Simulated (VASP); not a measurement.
Runs of VASP 6.6.1 on AlCu3N4. The structure is that of space group Pm-3m (No. 221), or close to it. The cells are those of the table. 

```csv
task,spin,cell,k mesh,smearing,k mesh for the DOS,occupations for the DOS,gap on the mesh (eV),pressure (GPa)
single point,off,"a = 4.145 Å, 8 atoms",8 × 8 × 8,gaussian 0.1 eV,-,-,none,0.2
single point,off,"a = 4.145 Å, 8 atoms",6 × 6 × 6,gaussian 0.2 eV,-,-,none,0.7
single point,off,"a = 4.148, b = 4.151, c = 4.146 Å, angles 90.1, 89.9, 90.0°, 8 atoms",6 × 6 × 6,gaussian 0.2 eV,-,-,none,(a)
single point,"collinear, ferromagnetic start","a = 4.094, b = 4.094, c = 4.197 Å, 8 atoms",3 × 3 × 2,gaussian 0.15 eV,-,-,none,0.2
```

Alike in all rows: level PBE; potentials or basis VASP PAW PBE potentials, release 64 (Al, Cu, N); cutoff (eV) 520.

Task: Estimate the missing entries.

Result: (a) 0.3.

Caveats: some runs use coarse meshes.

A gap of «none» marks levels without a gap at the run's occupations.
